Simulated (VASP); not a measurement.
# PtSe2 (P-3m1) in VASP: further runs

PtSe2 is run at these levels: PBEsol; tasks: single point.

Program: VASP 6.6.1. These are calculated values, not measurements. Logs are shortened: lines on timing, memory, paths and dates and some standing lists are left out, and cuts for length are marked.

## (1) The cell of the first run

The structure is trigonal, space group P-3m1 (No. 164). The conventional cell has a = 3.426 Å, b = 3.426 Å, c = 5.467 Å, α = 90.00°, β = 90.00°, γ = 120.00°. Within 3.2 Å of Pt (site symmetry -3m) lie 6 Se at 2.40 Å. Within 3.2 Å of Se (site symmetry 3m) lie 3 Pt at 2.40 Å.

## (2) Single point, PBEsol (strain -0.080 along x and y, +0.080 along z)

Contents of INCAR:

```
ALGO = Normal ; EDIFF = 1E-6
ENCUT = 520 ; GGA = PS
ISIF = 2 ; ISMEAR = 0
LASPH = True ; LCHARG = False
LREAL = False ; LWAVE = False
NBANDS = 18 ; NELM = 80
PREC = Accurate ; SIGMA = 0.15
```

Contents of KPOINTS:

```
k-points
0
Gamma
  12 12 10
```

Contents of POSCAR:

```
PtSe2
1.0
    3.4260805562      0.0000000000      0.0000000000
   -1.7130402781      2.9670727971      0.0000000000
    0.0000000000      0.0000000000      5.4669600000
Pt Se
1 2
Direct
    0.0000000000      0.0000000000      0.0000000000
    0.3333333333      0.6666666667      0.2500000000
    0.6666666667      0.3333333333      0.7500000000
```

Potentials or basis: VASP PAW PBE potentials, release 64 (Pt, Se).

Command:

```
$ cat potpaw_PBE.64/Pt/POTCAR potpaw_PBE.64/Se/POTCAR > POTCAR
$ mpirun -np 1 vasp_std > vasp.out
```

OUTCAR:

```text
EDIFF = 1E-6
   ENCUT = 520
   GGA = PS
   ISIF = 2
   ISMEAR = 0
   LASPH = True
   LREAL = False
   NELM = 80
   PREC = Accurate

 ion  position               nearest neighbor table
   1  0.000  0.000  0.000-   2 2.40   3 2.40   3 2.40   2 2.40   3 2.40   2 2.40
   2  0.333  0.667  0.250-   1 2.40   1 2.40   1 2.40
   3  0.667  0.333  0.750-   1 2.40   1 2.40   1 2.40

  LATTYP: Found a hexagonal cell.
 ALAT       =     3.4260805562
 C/A-ratio  =     1.5956892753

  Lattice vectors:

 A1 = (   3.4260805562,   0.0000000000,   0.0000000000)
 A2 = (  -1.7130402781,   2.9670727971,   0.0000000000)
 A3 = (   0.0000000000,   0.0000000000,   5.4669600000)

Analysis of symmetry for initial positions (statically):
=====================================================================
 Subroutine PRICEL returns:
 Original cell was already a primitive cell.

 Routine SETGRP: Setting up the symmetry group for a
 hexagonal supercell.

 Subroutine GETGRP returns: Found 12 space group operations
 (whereof 12 operations were pure point group operations)
 out of a pool of 24 trial point group operations.

The static configuration has the point symmetry D_3d.

Analysis of symmetry for dynamics (positions and initial velocities):
=====================================================================
 Subroutine PRICEL returns:
 Original cell was already a primitive cell.

 Routine SETGRP: Setting up the symmetry group for a
 hexagonal supercell.

 Subroutine GETGRP returns: Found 12 space group operations
 (whereof 12 operations were pure point group operations)
 out of a pool of 24 trial point group operations.

The dynamic configuration has the point symmetry D_3d.

 Subroutine INISYM returns: Found 12 space group operations
 (whereof 12 operations are pure point group operations),
 and found     1 'primitive' translations

----------------------------------------------------------------------------------------

                                     Primitive cell

  volume of cell :      55.5740

  direct lattice vectors                    reciprocal lattice vectors
     3.426080556  0.000000000  0.000000000     0.291878718  0.168516256  0.000000000
    -1.713040278  2.967072797  0.000000000     0.000000000  0.337032513  0.000000000
     0.000000000  0.000000000  5.466960000     0.000000000  0.000000000  0.182917014

  length of vectors
     3.426080556  3.426080556  5.466960000     0.337032513  0.337032513  0.182917014

  position of ions in fractional coordinates (direct lattice)
     0.000000000  0.000000000  0.000000000
     0.333333333  0.666666667  0.250000000
     0.666666667  0.333333333  0.750000000

  ion indices of the primitive-cell ions
   primitive index   ion index
                 1           1
                 2           2
                 3           3

----------------------------------------------------------------------------------------

 KPOINTS: k-points

Automatic generation of k-mesh.
 Grid dimensions read from file:
 generate k-points for:   12   12   10

 Generating k-lattice:

  Cartesian coordinates                     Fractional coordinates (reciprocal lattice)
     0.024323226  0.014043021  0.000000000     0.083333333  0.000000000  0.000000000
     0.000000000  0.028086043  0.000000000     0.000000000  0.083333333  0.000000000
     0.000000000  0.000000000  0.018291701     0.000000000  0.000000000  0.100000000

  Length of vectors
     0.028086043  0.028086043  0.018291701

  Shift w.r.t. Gamma in fractional coordinates (k-lattice)
     0.000000000  0.000000000  0.000000000

 Subroutine IBZKPT returns following result:
 ===========================================

 Found    162 irreducible k-points:

 Following reciprocal coordinates:
            Coordinates               Weight
  0.000000  0.000000  0.000000      1.000000
  0.083333 -0.000000  0.000000      6.000000
  0.166667  0.000000  0.000000      6.000000
  0.250000  0.000000  0.000000      6.000000
  0.333333  0.000000  0.000000      6.000000
  0.416667  0.000000  0.000000      6.000000
[... 16 lines left out ...]
  0.166667  0.000000  0.100000      6.000000
  0.000000  0.166667  0.100000      6.000000
 [... further k-points ...]
   k-points           NKPTS =    162   k-points in BZ     NKDIM =    162   number of bands    NBANDS=     18
   number of dos      NEDOS =    301   number of ions     NIONS =      3
   total plane-waves  NPLWV =  32928
   dimension x,y,z NGX =    28 NGY =   28 NGZ =   42
   dimension x,y,z NGXF=    56 NGYF=   56 NGZF=   84
   ions per type =               1   2
   NGX,Y,Z   is equivalent  to a cutoff of  13.59, 13.59, 12.77 a.u.
   NGXF,Y,Z  is equivalent  to a cutoff of  27.17, 27.17, 25.54 a.u.
 SYSTEM =  unknown system
   PREC   = accura    normal or accurate (medium, high low for compatibility)
   ISTART =      0    job   : 0-new  1-cont  2-samecut
   ICHARG =      2    charge: 1-file 2-atom 10-const
   ISPIN  =      1    spin polarized calculation?
   LNONCOLLINEAR =      F non collinear calculations
   LSORBIT =      F    spin-orbit coupling
   LASPH  =      T    aspherical Exc in radial PAW
   ENCUT  =  520.0 eV  38.22 Ry    6.18 a.u.   6.37  6.37 10.16*2*pi/ulx,y,z
   NELM   =     80;   NELMIN=  2; NELMDL= -5     # of ELM steps
   EDIFF  = 0.1E-05   stopping-criterion for ELM
   LREAL  =      F    real-space projection
   EDIFFG = 0.1E-04   stopping-criterion for IOM
   NSW    =      0    number of steps for IOM
   IBRION =     -1    ionic relax: 0-MD 1-quasi-New 2-CG
   NFREE  =      0    steps in history (QN), initial steepest desc. (CG)
   ISIF   =      2    stress and relaxation
   ISYM   =      2    0-nonsym 1-usesym 2-fastsym
   POTIM  = 0.5000    time-step for ionic-motion
   TEBEG  =    0.0;   TEEND  =   0.0 temperature during run
   PSTRESS=    0.0 pullay stress
   NELECT =      22.0000    total number of electrons
   NUPDOWN=      -1.0000    fix difference up-down
   EMIN   =  10.00;   EMAX   =-10.00  energy-range for DOS
   EFERMI =   0.00;   METHOD = LEGACY
   ISMEAR =     0;   SIGMA  =   0.15  broadening in eV -4-tet -1-fermi 0-gaus
   EFERMI_NEDOS =   21; number of points for ismear=-14 and -15
   IALGO  =     38    algorithm
   IMIX   =      4    mixing-type and parameters
     AMIX     =   0.40;   BMIX     =  1.00
     AMIX_MAG =   1.60;   BMIX_MAG =  1.00
  volume/ion in A,a.u.               =      18.52       125.01
  Fermi-wavevector in a.u.,A,eV,Ry     =   1.202057  2.271559 19.659626  1.444942
  Thomas-Fermi vector in A             =   2.337849
   LORBIT       =      0    0 simple, 1 ext, 2 COOP (PROOUT), +10 PAW based schemes
   GGA     = PS    functional components
   LHFCALC =     F    Hartree Fock is set to
   AEXX    =    0.0000 exact exchange contribution
   IVDW    =     0    specifies the selected vdW correction
   LEPSILON=     F    determine dielectric tensor
   LRPA    =     F    only Hartree local field effects (RPA)
 non-spin polarized calculation
 Gauss-broadening in eV      SIGMA  =   0.15
  energy-cutoff  :      520.00
  volume of cell :       55.57
 maximum number of plane-waves:      1526
 NGX is ok and might be reduce to    28
   NGX = 13   NGY = 13   NGZ = 21

 number of electron      22.0000000 magnetization

 Free energy of the ion-electron system (eV)
  ---------------------------------------------------
  ext. energy  EPLUGINS =         0.00000000
  ---------------------------------------------------
  free energy    TOTEN  =       -15.17243336 eV

  energy without entropy =      -15.16969479  energy(sigma->0) =      -15.17106407

 E-fermi :   7.5229     XC(G=0): -11.1981

 val. band max:        7.4348348980   @ k =   0.0000   0.1667   0.2000
 cond. band min:       7.6096771120   @ k =   0.2500   0.2500   0.0000
 fundamental gap:      0.1748422140
 Fermi energy:         7.5228692540

 k-point     1 :       0.0000    0.0000    0.0000
  band No.  band energies     occupation
      1      -8.9051      2.00000
      2      -6.2031      2.00000
      3      -0.7100      2.00000
      4       0.7195      2.00000
      5       0.7195      2.00000
      6       3.0315      2.00000
[... 10 lines left out ...]
     17      15.6126      0.00000
     18      19.6762      0.00000

 k-point     2 :       0.0833   -0.0000    0.0000
  band No.  band energies     occupation
      1      -8.8015      2.00000
      2      -6.2106      2.00000
      3      -0.5926      2.00000
      4       0.7072      2.00000
      5       0.7741      2.00000
      6       2.9091      2.00000
[... 10 lines left out ...]
     17      15.9794      0.00000
     18      18.7748      0.00000

 k-point     3 :       0.1667    0.0000    0.0000
  band No.  band energies     occupation
      1      -8.5005      2.00000
      2      -6.2330      2.00000
      3      -0.2565      2.00000
      4       0.7064      2.00000
      5       0.9110      2.00000
      6       2.4726      2.00000
[... 10 lines left out ...]
     17      16.7493      0.00000
     18      16.8374      0.00000

 k-point     4 :       0.2500    0.0000    0.0000
  band No.  band energies     occupation
      1      -8.0360      2.00000
      2      -6.2687      2.00000
      3       0.1977      2.00000
      4       0.8137      2.00000
      5       1.0483      2.00000
      6       1.6769      2.00000
[... 10 lines left out ...]
     17      16.5718      0.00000
     18      16.9175      0.00000

 k-point     5 :       0.3333    0.0000    0.0000
  band No.  band energies     occupation
      1      -7.4792      2.00000
      2      -6.3133      2.00000
      3       0.1811      2.00000
      4       0.9079      2.00000
      5       1.0996      2.00000
      6       1.4708      2.00000
[... 10 lines left out ...]
     17      16.1762      0.00000
     18      18.0507      0.00000

 k-point     6 :       0.4167    0.0000    0.0000
  band No.  band energies     occupation
      1      -6.9676      2.00000
      2      -6.3627      2.00000
      3      -0.5325      2.00000
      4       1.0817      2.00000
      5       1.1516      2.00000
      6       2.0768      2.00000
[... 10 lines left out ...]
     17      15.6205      0.00000
     18      18.1914      0.00000

 k-point     7 :       0.5000    0.0000    0.0000
  band No.  band energies     occupation
      1      -6.7306      2.00000
      2      -6.4012      2.00000
      3      -0.8583      2.00000
      4       1.0658      2.00000
      5       1.3451      2.00000
      6       2.2453      2.00000
[... 10 lines left out ...]
     17      15.4231      0.00000
     18      18.1280      0.00000

 k-point     8 :       0.0833    0.0833    0.0000
  band No.  band energies     occupation
      1      -8.5990      2.00000
      2      -6.2255      2.00000
      3      -0.3639      2.00000
      4       0.6975      2.00000
      5       0.8683      2.00000
      6       2.7278      2.00000
[... 10 lines left out ...]
     17      16.6113      0.00000
     18      17.3649      0.00000
[... 229 lines left out ...]
     17      16.9615      0.00000
     18      18.5664      0.00000

 k-point    20 :       0.0000    0.0000    0.1000
  band No.  band energies     occupation
      1      -8.8752      2.00000
      2      -6.2837      2.00000
      3      -0.5843      2.00000
      4       0.7215      2.00000
      5       0.7215      2.00000
      6       3.0304      2.00000
[... 10 lines left out ...]
     17      15.6112      0.00000
     18      18.8188      0.00000

 k-point    21 :       0.0833   -0.0000    0.1000
  band No.  band energies     occupation
      1      -8.7714      2.00000
      2      -6.2877      2.00000
      3      -0.4750      2.00000
      4       0.7025      2.00000
      5       0.7815      2.00000
      6       2.9121      2.00000
[... 10 lines left out ...]
     17      15.8361      0.00000
     18      18.2029      0.00000

 k-point    22 :       0.0000    0.0833    0.1000
  band No.  band energies     occupation
      1      -8.7721      2.00000
      2      -6.2853      2.00000
      3      -0.4848      2.00000
      4       0.7198      2.00000
      5       0.7701      2.00000
      6       2.9012      2.00000
[... 10 lines left out ...]
     17      16.1222      0.00000
     18      18.0227      0.00000

 k-point    23 :       0.1667    0.0000    0.1000
  band No.  band energies     occupation
      1      -8.4685      2.00000
      2      -6.3053      2.00000
      3      -0.1413      2.00000
      4       0.6799      2.00000
      5       0.9236      2.00000
      6       2.4961      2.00000
[... 10 lines left out ...]
     17      16.5804      0.00000
     18      16.9445      0.00000

 k-point    24 :       0.0000    0.1667    0.1000
  band No.  band energies     occupation
      1      -8.4746      2.00000
      2      -6.2872      2.00000
      3      -0.2337      2.00000
      4       0.7727      2.00000
      5       0.8995      2.00000
      6       2.4334      2.00000
[... 10 lines left out ...]
     17      16.4247      0.00000
     18      17.1217      0.00000

 [... further k-points ...]
[... 5 lines left out ...]
  --------------------------------------------------------------------------------------
  -------------------------------------------------------------------------------------
  Total        9.9322730      9.9322730      4.9911828      0.0000000      0.0000000      0.0000000
  in kB      286.3436525    286.3436525    143.8939020      0.0000000      0.0000000      0.0000000
  external PRESSURE =     238.8604023 kB  Pullay stress =       0.0000000 kB

 VOLUME and BASIS-vectors are now :
 -----------------------------------------------------------------------------
  energy-cutoff  :      520.00
  volume of cell :       55.57
      direct lattice vectors                 reciprocal lattice vectors
     3.426080556  0.000000000  0.000000000     0.291878718  0.168516256  0.000000000
    -1.713040278  2.967072797  0.000000000     0.000000000  0.337032513  0.000000000
     0.000000000  0.000000000  5.466960000     0.000000000  0.000000000  0.182917014

 POSITION                                       TOTAL-FORCE (eV/Angst)
 -----------------------------------------------------------------------------------
      0.00000      0.00000      0.00000        -0.000000      0.000000      0.000000
     -0.00000      1.97805      1.36674        -0.000000      0.000000      1.425780
      1.71304      0.98902      4.10022         0.000000      0.000000     -1.425780
 -----------------------------------------------------------------------------------
    total drift:                               -0.000000     -0.000000     -0.000000

  FREE ENERGIE OF THE ION-ELECTRON SYSTEM (eV)
  ---------------------------------------------------
  free  energy   TOTEN  =       -15.1724333622 eV

  energy  without entropy=      -15.1696947866  energy(sigma->0) =      -15.17106407
```

Wall time 1.9 min (1 thread of Intel Xeon Platinum 8375C at 2.90GHz (Ice Lake), shared host); peak memory 0.3 GiB.

What came out:

```yaml
Free_energy: -15.1724 eV
Pressure: 23.9 GPa
Largest_force: 1.426 eV/Å
Band_gap_on_the_k_mesh: 0.17 eV, indirect (least direct gap 0.47 eV)
```

Forces on the atoms (eV/Å):
```
Pt   0.000  0.000  0.000
Se   0.000  0.000  1.426
Se   0.000  0.000 -1.426
```

Caveat: the cell differs from its parent crystal (strain -0.080 along x and y, +0.080 along z); the PAW data sets were made with another functional, which shifts forces and pressure a little; spin-orbit coupling is left out, which moves the levels of the heavy elements.

(Part 1 of 2 ends here.)
